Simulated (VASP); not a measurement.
The system is Al4P.

```
Al P
1.0
     4.50993    0.00000    0.00000
    -2.25497    3.90572    0.00000
     0.00000    0.00000    7.61385
Al P
4 1
Direct
  0.00000 0.00000 0.81799
  0.00000 0.00000 0.18201
  0.33333 0.66667 0.50000
  0.66667 0.33333 0.50000
  0.00000 0.00000 0.50000
```

```yaml
Program: VASP 6.6.1
Task: relaxation of cell and atoms
Functional: PBE
Potentials_or_basis: VASP PAW PBE potentials, release 64 (Al, P)
Cutoff: 600 eV
k_mesh: 12 × 12 × 6
Occupations: gaussian, width 0.1 eV
Spin: no spin polarisation
```

At the start: pressure -0.6 GPa; volume 26.82 Å³/atom.

**Question.** How do energy, volume and symmetry change on relaxing?

**Answer.** Over 6 steps the energy falls by 3.3 meV/atom and the volume is 26.21 Å³/atom (-2.3 %); space group P6/mmm (No. 191, to 0.05 Å).

The path:
| step | energy change (eV) | largest force (eV/Å) | pressure (GPa) | volume (Å³) |
| --- | --- | --- | --- | --- |
| 1 | 0.0000 | 0.0629 | -0.58 | 134.11 |
| 2 | -0.0120 | 0.1274 | -0.17 | 132.24 |
| 3 | -0.0141 | 0.1581 | 0.10 | 131.16 |
| 4 | -0.0161 | 0.0676 | 0.00 | 131.22 |
| 5 | -0.0165 | 0.0111 | -0.06 | 131.26 |
| 6 | -0.0166 | 0.0023 | -0.01 | 131.05 |

Final structure:
```
Al P
1.0
     4.50827    0.00000    0.00000
    -2.25413    3.90427    0.00000
     0.00000    0.00000    7.44525
Al P
4 1
Direct
  0.00000 0.00000 0.82070
  0.00000 0.00000 0.17930
  0.33333 0.66667 0.50000
  0.66667 0.33333 0.50000
  0.00000 0.00000 0.50000
```
